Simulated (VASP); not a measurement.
Here is a VASP 6.6.1 calculation.

The input INCAR:

```
SYSTEM = SrMgTa3Sb
PREC = Accurate
ENCUT = 520
EDIFF = 1E-7
ISMEAR = 0
SIGMA = 0.1
LREAL = .FALSE.
LASPH = .TRUE.
NELM = 100
ALGO = Fast
ISIF = 2
LWAVE = .FALSE.
LCHARG = .FALSE.
GGA = PE
NBANDS = 34
```

Contents of KPOINTS:

```
Automatic mesh
0
G
  6 8 6
  0 0 0
```

File POSCAR:

```
SrMgTa3Sb
1.0
    5.7496049548      0.0000000000     -0.0135630591
    0.0000000000      4.6743524310      0.0000000000
   -2.5932603478      0.0000000000      5.4315834826
Sr Mg Ta Sb
1 1 3 1
Direct
    0.0000000000      0.0000000000      0.5000000000
    0.5000000000      0.5000000000      0.5000000000
    0.3405303919      0.0000000000      0.1278255288
    0.6594696081      0.0000000000      0.8721744712
    0.5000000000      0.5000000000      0.0000000000
    0.0000000000      0.5000000000      0.0000000000
```

Potentials or basis: VASP PAW PBE potentials, release 64 (Sr_sv, Mg, Ta_pv, Sb).

Run with:

```bash
$ cat potpaw_PBE.64/Sr_sv/POTCAR potpaw_PBE.64/Mg/POTCAR potpaw_PBE.64/Ta_pv/POTCAR potpaw_PBE.64/Sb/POTCAR > POTCAR
$ mpirun -np 1 vasp_std > vasp.out
```

Estimate the pressure.

0.1 GPa.

Predict the largest force.

0.006 eV/Å.

Estimate the band gap on the k mesh.

zero (bands 25 and 26 overlap by 0.55 eV).

Forces in eV/Å, atoms in the order of the input:
```
Sr   0.000  0.000  0.000
Mg   0.000  0.000  0.000
Ta   0.004  0.000  0.004
Ta  -0.004  0.000 -0.004
Ta   0.000  0.000  0.000
Sb   0.000  0.000  0.000
```

Caveat: spin-orbit coupling is left out, which moves the levels of the heavy elements.
